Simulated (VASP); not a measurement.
Runs of VASP 6.6.1 on Al2O3. The structure is that of space group R-3c (No. 167), or close to it. The cells are those of the table. 

```csv
task,level,cell,cutoff (eV),smearing,gap on the mesh (eV),pressure (GPa),largest force (eV/Å)
relaxation of cell and atoms,PBE,"relaxed from a = 5.178 Å, angles 55.3°, 10 atoms",600,fermi-dirac 0.02 eV,5.87,0.0,-
single point,PBE,"a = 5.129 Å, angles 55.3°, 10 atoms",520,fermi-dirac 0.02 eV,(b),7.4,0.03
single point,r2SCAN,"a = 5.129 Å, angles 55.3°, 10 atoms",520,fermi-dirac 0.02 eV,7.16,-0.5,0.02
single point,PBEsol,"a = 5.140 Å, angles 55.3°, 10 atoms",520,fermi-dirac 0.02 eV,6.04,(a),-
single point,r2SCAN,"a = 5.129 Å, angles 55.3°, 10 atoms",520,gaussian 0.01 eV,7.16,-0.5,0.02
```

Alike in all rows: potentials or basis VASP PAW PBE potentials, release 64 (Al, O); no spin polarisation; k mesh 6 × 6 × 6.

Problem. Fill in the values left out.

Solution. (a) 0.1; (b) 6.24.

Caveats: the PAW data sets were made with another functional, which shifts forces and pressure a little (at least some runs); the cell stands under pressure (at least some runs).

A k mesh can miss the band edges.
